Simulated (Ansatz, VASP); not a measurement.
**Si: VASP beside Ansatz**

```
Si
1.0
     0.00000    2.77582    2.39969
     2.77582    0.00000    2.39969
     2.77582    2.77582    0.00000
Si
2
Direct
  0.50000 0.50000 0.50000
  0.75000 0.75000 0.75000
```

Alike in both runs: task single point; functional PBE; k mesh 10 × 10 × 10; occupations gaussian, width 0.05 eV; no spin polarisation.

|  | VASP | Ansatz |
| --- | --- | --- |
| version | VASP 6.6.1 | Ansatz 0.2.0 |
| potentials or method | VASP PAW PBE potentials, release 64 (Si), cutoff 520 eV | scalar-relativistic, plane waves, PAW |
| valence electrons in the cell | 8 | 8 |

VASP gave:

* gap on the k mesh at the Fermi level (eV): none
* pressure (GPa): 9.7
* traceless stress, the component that is largest in VASP (GPa): 5.73

Q: Which values does Ansatz return?

A: gap on the k mesh at the Fermi level (eV): none; pressure (GPa): 9.8; traceless stress, the component that is largest in VASP (GPa): 5.70.

A gap of «none» marks a metal or a gap that the smearing closes. The functional is the same, so the differences come from potentials, cutoffs and numerics.
